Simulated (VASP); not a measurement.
Set up this calculation in VASP 6.6.1, as the native input.

* Task: single point
* Functional: PBE
* Potentials or basis: VASP PAW PBE potentials, release 64 (Fe)
* Cutoff: 520 eV
* k mesh: 2 × 2 × 2
* Occupations: fermi-dirac, width 0.272114 eV
* Spin: non-collinear spin, typed start
* Starting moments: [[0.0, 0.0, 2.0], [0.684, 0.0, 1.879]] μB
* Dipole correction: no
* Further INCAR settings: ALGO = Normal; EDIFF = 1e-07; NBANDS = 28

The structure of Fe lies in POSCAR:

```
Fe
1.0
    2.8660000000      0.0000000000      0.0000000000
    0.0000000000      2.8660000000      0.0000000000
    0.0000000000      0.0000000000      2.8660000000
Fe
2
Direct
   -0.0069783671      0.0000000000      0.0000000000
    0.5200000000      0.5000000000      0.5000000000
```

These files were run (other wordings do the same):

INCAR

```
  PREC = Accurate
  ENCUT = 520
  EDIFF = 1E-7
  ISMEAR = -1
  SIGMA = 0.27211386245988
  LREAL = False
  LASPH = True
  NELM = 150
  ALGO = Normal
  ISIF = 2
  LWAVE = False
  LCHARG = False
  LNONCOLLINEAR = True
  MAGMOM = 0 0 2 0.684 0 1.879
  LORBIT = 11
  LMAXMIX = 4
  GGA = PE
  NBANDS = 28
```

KPOINTS

```
regular mesh
0
Gamma
  2 2 2
```

Potentials or basis: VASP PAW PBE potentials, release 64 (Fe).

Command:

```bash
$ cat potpaw_PBE.64/Fe/POTCAR > POTCAR
$ mpirun -np 1 vasp_ncl > vasp.out
```

It gave:

```
Pressure                                              : 9.6 GPa
Largest force                                         : 0.234 eV/Å
Band gap on the k mesh                                : zero (bands 16 and 17 overlap by 0.56 eV)
Net moment                                            : 4.32 μB per cell
Valence electrons inside the program's atomic spheres : Fe 7.22
```

Caveat: the k points lie up to 1.10 Å⁻¹ apart, too coarse for converged energies and pressures of a metal.

Run time: 4.5 min on 1 thread of Intel Xeon 8259CL, with other jobs on the host, peak memory 0.2 GiB.
